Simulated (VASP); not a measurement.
Set up this calculation in VASP 6.6.1, as the native input.

```
Task                   : single point
Functional             : revPBE
Potentials or basis    : VASP PAW PBE potentials, release 64 (Al, N)
Cutoff                 : 600 eV
k mesh                 : 7 × 7 × 4
Occupations            : fermi-dirac, width 0.05 eV
Spin                   : no spin polarisation
Dipole correction      : no
Further INCAR settings : ALGO = Normal; EDIFF = 1e-06; NBANDS = 16
```

The structure of AlN lies in POSCAR:

```
AlN
1.0
    3.0925191439      0.0000000000      0.0000000000
   -1.5462595720      2.6782000589      0.0000000000
    0.0000000000      0.0000000000      5.0471939007
Al N
2 2
Direct
    0.3333333333      0.6666666667      0.0000000000
    0.6666666667      0.3333333333      0.5000000000
    0.3333333333      0.6666666667      0.3800000000
    0.6666666667      0.3333333333      0.8800000000
```

One way to write it, as run:

INCAR

```
PREC = Accurate
ENCUT = 600
EDIFF = 1E-6
ISMEAR = -1
SIGMA = 0.05
LREAL = False
LASPH = True
NELM = 120
ALGO = Normal
ISIF = 2
LWAVE = False
LCHARG = True
GGA = RE
LELF = True
LVHAR = True
NBANDS = 16
GGA_COMPAT = False
```

KPOINTS

```
Automatic mesh
0
Gamma
  7 7 4
```

Potentials or basis: VASP PAW PBE potentials, release 64 (Al, N).

Launch:

```console
$ cat potpaw_PBE.64/Al/POTCAR potpaw_PBE.64/N/POTCAR > POTCAR
$ mpirun -np 1 vasp_std > vasp.out
```

Results of the run:

```yaml
Pressure: 6.0 GPa
Largest_force: 0.099 eV/Å
Band_gap_on_the_k_mesh: 4.30 eV, direct
```

Caveat: the PAW data sets were made with another functional, which shifts forces and pressure a little.

Wall time 10 s on 1 thread of Intel(R) Xeon(R) Platinum 8559C (Emerald Rapids) (shared host), peak memory 0.17 GiB.
